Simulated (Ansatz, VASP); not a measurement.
## Pb: VASP beside Ansatz

```
Pb
1.0
     0.00000    2.52142    2.52142
     2.52142    0.00000    2.52142
     2.52142    2.52142    0.00000
Pb
1
Direct
  0.00000 0.00000 0.00000
```

Alike in both runs: functional PBE; k mesh 14 × 14 × 14; occupations fermi-dirac, width 0.05 eV; non-collinear spin, spin-orbit coupling.

Ansatz relaxed the structure, and its values are those at the end. VASP's run is a single point on that final structure, the one shown.

```csv
,VASP,Ansatz
version,VASP 6.6.1,Ansatz 0.2.0
potentials or method,"VASP PAW PBE potentials, release 64 (Pb_d), cutoff 520 eV",all-electron LAPW
```

|  | VASP | Ansatz | Ansatz less VASP |
| --- | --- | --- | --- |
| pressure (GPa) | 0.0 | 0.0 | 0.00 |
| net moment per atom (μB) | 0.00 | 0.00 | 0.000 |

Ansatz ran all-electron here, and VASP with PAW potentials.
